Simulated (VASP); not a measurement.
# SnSe (Fm-3m) in VASP: notebook, part 2 of 2

VASP 6.6.1. The steps go on from the part before.

**4. Relaxation of cell and atoms, PBE+D3(BJ), target pressure 9 GPa, at which the enthalpy is minimised**

This run uses another cell than the first one, of 26.68 Å³/atom, 1.136 times its volume.

INCAR

```
ALGO = Normal
EDIFF = 1E-6
EDIFFG = -0.001
ENCUT = 600
GGA = PE
IBRION = 2
ISIF = 3
ISMEAR = 0
IVDW = 12
LASPH = True
LCHARG = False
LREAL = False
LWAVE = False
NELM = 100
NSW = 80
PREC = Accurate
PSTRESS = 90.0
SIGMA = 0.01
```

KPOINTS

```
k-points
0
Gamma
  10 10 10
```

POSCAR

```
SnSe
1.0
    0.0000000000      2.9882564713      2.9882564713
    2.9882564713      0.0000000000      2.9882564713
    2.9882564713      2.9882564713      0.0000000000
Sn Se
1 1
Direct
    0.0000000000      0.0000000000      0.0000000000
    0.5000000000      0.5000000000      0.5000000000
```

Potentials or basis: VASP PAW PBE potentials, release 64 (Sn_d, Se).

The run is started by

```sh
cat potpaw_PBE.64/Sn_d/POTCAR potpaw_PBE.64/Se/POTCAR > POTCAR
mpirun -np 1 vasp_std > vasp.out
```

OUTCAR:

```text
EDIFF = 1E-6
   EDIFFG = -0.001
   ENCUT = 600
   GGA = PE
   IBRION = 2
   ISIF = 3
   ISMEAR = 0
   IVDW = 12
   LASPH = True
   LREAL = False
   NELM = 100
   NSW = 80
   PREC = Accurate
   PSTRESS = 90.0
 IVDW          = 12

 ion  position               nearest neighbor table
   1  0.000  0.000  0.000-   2 2.99   2 2.99   2 2.99   2 2.99   2 2.99   2 2.99
   2  0.500  0.500  0.500-   1 2.99   1 2.99   1 2.99   1 2.99   1 2.99   1 2.99

  LATTYP: Found a face centered cubic cell.
 ALAT       =     5.9765129426

  Lattice vectors:

 A1 = (   0.0000000000,   2.9882564713,   2.9882564713)
 A2 = (   2.9882564713,   0.0000000000,   2.9882564713)
 A3 = (   2.9882564713,   2.9882564713,   0.0000000000)

Analysis of symmetry for initial positions (statically):
=====================================================================
 Subroutine PRICEL returns:
 Original cell was already a primitive cell.

 Routine SETGRP: Setting up the symmetry group for a
 face centered cubic supercell.

 Subroutine GETGRP returns: Found 48 space group operations
 (whereof 48 operations were pure point group operations)
 out of a pool of 48 trial point group operations.

The static configuration has the point symmetry O_h .

Analysis of symmetry for dynamics (positions and initial velocities):
=====================================================================
 Subroutine PRICEL returns:
[... 165 lines left out ...]
 fundamental gap:      0.5200464511
 Fermi energy:         5.8970480176

 k-point     1 :       0.0000    0.0000    0.0000
  band No.  band energies     occupation
      1     -15.7672      2.00000
      2     -15.7672      2.00000
      3     -15.7672      2.00000
      4     -15.7658      2.00000
      5     -15.7658      2.00000
      6      -8.1806      2.00000
      7       0.8391      2.00000
      8       3.5824      2.00000
      9       3.5824      2.00000
     10       3.5824      2.00000
     11      10.2325      0.00000
     12      10.2325      0.00000
     13      10.2325      0.00000
     14      11.6721      0.00000
[... 512 lines left out ...]
  energy  without entropy=       -8.7669049502  energy(sigma->0) =       -8.76690495

  enthalpy is  TOTEN    =        -6.1226288205 eV   P V=        2.6442761297

[... ionic steps 4 to 7 ...]

--------------------------------------- Ionic step        8  -------------------------------------------

 number of electron      19.9999998 magnetization

------------------------ aborting loop because EDIFF is reached ----------------------------------------
[... 79 lines left out ...]
--------------------------------------- Ionic step       10  -------------------------------------------

 number of electron      19.9999998 magnetization

 Free energy of the ion-electron system (eV)
  ---------------------------------------------------
  ext. energy  EPLUGINS =         0.00000000
  ---------------------------------------------------
  free energy    TOTEN  =        -7.94033365 eV

  energy without entropy =       -7.94033365  energy(sigma->0) =       -7.94033365

 E-fermi :   7.6729     XC(G=0): -10.2927

 val. band max:        7.6316766694   @ k =  -0.2000   0.2000   0.0000
 cond. band min:       7.9108862819   @ k =  -0.4000   0.1000   0.0000
 fundamental gap:      0.2792096125
 Fermi energy:         7.6729073256

 k-point     1 :       0.0000    0.0000    0.0000
  band No.  band energies     occupation
      1     -14.2605      2.00000
      2     -14.2605      2.00000
      3     -14.2550      2.00000
      4     -14.2550      2.00000
      5     -14.2550      2.00000
      6      -7.6191      2.00000
      7       2.8485      2.00000
      8       4.7226      2.00000
      9       4.7226      2.00000
     10       4.7226      2.00000
     11      12.2563      0.00000
     12      12.2563      0.00000
     13      12.2563      0.00000
     14      13.0275      0.00000
[... 428 lines left out ...]
  energy  without entropy=       -8.7631727715  energy(sigma->0) =       -8.76317277

  enthalpy is  TOTEN    =        -6.1226633680 eV   P V=        2.6405094035

 reached required accuracy - stopping structural energy minimisation
```

OSZICAR:

```text
N       E                     dE             d eps       ncg     rms          rms(c)
DAV:   1     0.138528442950E+03    0.13853E+03   -0.10779E+04  1328   0.195E+03
DAV:   2     0.482649473076E+01   -0.13370E+03   -0.13063E+03  1382   0.419E+02
[... 66 lines left out ...]
DAV:   1    -0.794022032107E+01   -0.12470E-03   -0.44753E-06  1034   0.367E-02    0.263E-03
DAV:   2    -0.794022025779E+01    0.63283E-07   -0.42389E-07   658   0.122E-02
   9 F= -.61226634E+01 E0= -.61226634E+01  d E =-.124891E-04
       N       E                     dE             d eps       ncg     rms          rms(c)
DAV:   1    -0.794033375543E+01   -0.11343E-03   -0.27593E-06  1034   0.298E-02    0.233E-03
DAV:   2    -0.794033364851E+01    0.10692E-06   -0.26411E-07   658   0.100E-02
  10 F= -.61226634E+01 E0= -.61226634E+01  d E =-.124175E-04
```

Wall time 75 s (1 thread of Intel Xeon 6975P-C (Granite Rapids), shared host); peak memory 0.25 GiB.

Results:

- Free energy: -8.7632 eV
- Relaxed volume: 23.50 Å³/atom
- Relaxed cell: a = 4.051 Å, b = 4.051 Å, c = 4.051 Å, α = 60.00°, β = 60.00°, γ = 60.00°
- Space group after relaxing (to 0.05 Å): Fm-3m (No. 225)
- Energy change on relaxing (the enthalpy is what falls): +80.3 meV/atom
- Ionic steps: 10
- Pressure after relaxing: 9.0 GPa
- Band gap on the k mesh: 0.28 eV, indirect (least direct gap 0.56 eV)
- Dispersion energy per atom: -0.411 eV

Step by step:
```csv
step,energy change (eV),largest force (eV/Å),pressure (GPa),volume (Å³)
1,0.0000,0.0000,0.02,53.37
2,0.5385,0.0000,19.44,42.63
3,0.1568,0.0000,8.90,47.07
4,0.1635,0.0000,9.10,46.95
5,0.1582,0.0000,8.92,47.05
6,0.1612,0.0000,9.03,46.99
7,0.1604,0.0000,8.99,47.01
8,0.1607,0.0000,9.01,47.00
9,0.1606,0.0000,9.01,47.00
10,0.1605,0.0000,9.00,47.01
```

Final structure:
```xyz
2
Lattice="0.0000 2.8645 2.8645 2.8645 0.0000 2.8645 2.8645 2.8645 0.0000" Properties=species:S:1:pos:R:3 pbc="T T T"
Sn    0.0000    0.0000    0.0000
Se    2.8645    2.8645    2.8645
```

Caveat: the cell is relaxed towards a set pressure, so the enthalpy falls and the energy may rise; spin-orbit coupling is left out, which moves the levels of the heavy elements.

**5. The runs side by side**

| task | cell | cutoff (eV) | gap on the mesh (eV) | pressure (GPa) |
| --- | --- | --- | --- | --- |
| single point | a = 4.050 Å, angles 60.0°, 2 atoms | 520 | 0.28 | 9.0 |
| single point | a = 4.254 Å, angles 60.0°, 2 atoms | 520 | 0.50 | -1.0 |
| relaxation of cell and atoms | relaxed to 9 GPa from a = 4.226 Å, angles 60.0°, 2 atoms | 600 | 0.28 | 9.0 |

Alike in all rows: level PBE+D3(BJ); potentials or basis VASP PAW PBE potentials, release 64 (Sn_d, Se); no spin polarisation; k mesh 10 × 10 × 10; smearing gaussian 0.01 eV.

Caveats: spin-orbit coupling is left out, which moves the levels of the heavy elements; the cell is relaxed towards a set pressure, so the enthalpy falls and the energy may rise (some runs).

Absolute energies hang on the potentials; compare differences alone.
